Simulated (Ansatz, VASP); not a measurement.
# One calculation of MgH2, two programs

```xyz
6
Lattice="4.4767 0.0000 0.0000 0.0000 4.4767 0.0000 0.0000 0.0000 2.9925" Properties=species:S:1:pos:R:3 pbc="T T T"
Mg    2.2383    2.2383    1.4963
Mg    0.0000    0.0000    0.0000
H     3.1139    3.1139    0.0000
H     3.6012    0.8755    1.4963
H     1.3628    1.3628    0.0000
H     0.8755    3.6012    1.4963
```

Alike in both runs: task relaxation of cell and atoms; functional PBE; k mesh 6 × 6 × 8; no spin polarisation.

|  | VASP | Ansatz |
| --- | --- | --- |
| version | VASP 6.6.1 | Ansatz 0.2.0 |
| potentials or method | VASP PAW PBE potentials, release 64 (Mg, H) | scalar-relativistic, plane waves, PAW |
| plane-wave cutoff (eV) | 600 | 420 |
| occupations | gaussian, width 0.01 eV | fixed |
| valence electrons in the cell | 8 | 24 |

Ansatz gave:

```
gap on the k mesh at the Fermi level, each at its own relaxed structure (eV) : 3.81
relaxed volume (Å³/atom)                                                     : 10.24
relaxed cell length with the largest relative difference (Å)                 : 3.013
```

Problem. What did VASP give for the same quantities?

Solution. gap on the k mesh at the Fermi level, each at its own relaxed structure (eV): 3.81; relaxed volume (Å³/atom): 10.20; relaxed cell length with the largest relative difference (Å): 3.009.

VASP's potentials hold 8 valence electrons a cell and Ansatz's 24, so a difference there can come from the potentials and not from the codes.
